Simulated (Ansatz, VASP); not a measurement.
**Two plane-wave programs on Sb**

File INCAR:

```
SYSTEM = Sb
  PREC = Accurate
  ENCUT = 520
  EDIFF = 1E-8
  ISMEAR = -1
  SIGMA = 0.05
  LREAL = .FALSE.
  LASPH = .TRUE.
  NELM = 80
  ALGO = Normal
  ISIF = 2
  LWAVE = .FALSE.
  LCHARG = .FALSE.
  GGA = PE
  LEFG = .TRUE.
  NBANDS = 12
```

File KPOINTS:

```
regular mesh
0
G
  13 13 7
  0 0 0
```

Contents of POSCAR:

```
Sb
1.0
    3.5243328610      0.0000000000      0.0000000000
   -1.7621664305      3.0521617890      0.0000000000
    0.0000000000      0.0000000000      5.4079684495
Sb
2
Direct
    0.3333333333      0.6666666667      0.2500000000
    0.6666666667      0.3333333333      0.7500000000
```

Input for Ansatz:

```yaml
crystal:
  lattice:
    - [3.524332861, 0.0, 0.0]
    - [-1.7621664305, 3.052161789, 0.0]
    - [0.0, 0.0, 5.4079684495]
  atoms:
    - { symbol: Sb, position: [0.3333333333, 0.6666666667, 0.25] }
    - { symbol: Sb, position: [0.6666666667, 0.3333333333, 0.75] }
kpoints:
  mp_grid: { grid: [13, 13, 7] }
scf:
  occupations: { method: fermi_dirac, width: 0.05 }
hamiltonian:
  xc: pbe
  pseudopotentials: { kind: paw }
output:
  forces: true
  stress: true
  eigenvalues: true
  efg: { contact_densities: true }
```

Change from the starting cell: volume scaled by 1.06, PAW files.

Alike in both runs: task electric field gradients; functional PBE; k mesh 13 × 13 × 7; occupations fermi-dirac, width 0.05 eV; no spin polarisation.

```csv
,VASP,Ansatz
version,VASP 6.6.1,Ansatz 0.2.0
potentials or method,"VASP PAW PBE potentials, release 64 (Sb)","PAW with Ansatz's default frozen-core files, scalar-relativistic"
plane-wave cutoff (eV),520,420
valence electrons in the cell,10,30
```

Ansatz gave:

- pressure (GPa): -3.0
- size of Vzz on the site where it differs most (V/Å²): 19.5

Task: Estimate VASP's values.

Result: Pressure (GPa): -3.2; size of Vzz on the site where it differs most (V/Å²): 17.8.

VASP's potentials hold 10 valence electrons a cell and Ansatz's 30, so a difference there can come from the potentials and not from the codes.

Spin-orbit coupling is off throughout.
